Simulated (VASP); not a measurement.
Crystal: BeTe.

```
Be Te
1.0
     4.41721    0.00000    0.00000
    -2.20861    3.82542    0.00000
     0.00000    0.00000   10.22594
Be Te
4 4
Direct
  0.00000 0.00000 0.00000
  0.00000 0.00000 0.50000
  0.33333 0.66667 0.25000
  0.66667 0.33333 0.75000
  0.33333 0.66667 0.63636
  0.66667 0.33333 0.13636
  0.66667 0.33333 0.36364
  0.33333 0.66667 0.86364
```

The cell was built from a structure type or drawn by symmetry, and may not be a known phase.

| Quantity | Value |
| --- | --- |
| Program | VASP 6.6.1 |
| Task | relaxation of cell and atoms |
| Functional | PBE |
| Potentials or basis | VASP PAW PBE potentials, release 64 (Be, Te) |
| Cutoff | 600 eV |
| k mesh | 6 × 6 × 2 |
| Occupations | gaussian, width 0.1 eV |
| Spin | no spin polarisation |

At the start: pressure 10.8 GPa; volume 21.60 Å³/atom.

Question: How do energy, volume and symmetry change on relaxing?

Answer: Over 14 steps the energy falls by 990.3 meV/atom and the volume is 19.78 Å³/atom (-8.4 %); space group P6_3/mmc (No. 194, to 0.1 Å) before and after.

The path:
```tsv
step	energy change (eV)	largest force (eV/Å)	pressure (GPa)	volume (Å³)
1	0.0000	9.8267	10.77	172.79
2	-4.6060	1.6512	-6.37	208.13
3	-5.3792	0.2749	-5.74	191.72
4	-5.3897	0.7498	-6.32	195.43
5	-5.4041	0.6000	-6.15	194.13
6	-6.8966	1.3317	-2.34	173.05
7	-7.1728	1.7065	0.79	162.77
8	-7.1823	1.7980	1.69	160.28
9	-7.7014	0.9038	0.17	160.36
10	-7.9138	0.1265	-0.70	160.15
11	-7.9171	0.0130	-0.76	160.08
12	-7.9177	0.0287	-0.74	160.10
13	-7.9214	0.0197	0.34	157.37
14	-7.9224	0.0042	0.00	158.20
```

Final structure:
```
Be Te
1.0
     3.72098    0.00000    0.00000
    -1.86049    3.22247    0.00000
     0.00000    0.00000   13.19385
Be Te
4 4
Direct
  0.00000 0.00000 0.00000
  0.00000 0.00000 0.50000
  0.33333 0.66667 0.25000
  0.66667 0.33333 0.75000
  0.33333 0.66667 0.61959
  0.66667 0.33333 0.11959
  0.66667 0.33333 0.38041
  0.33333 0.66667 0.88041
```

Caveat: a cell axis changed by over 15 % at a fixed basis, so the end point is rough.
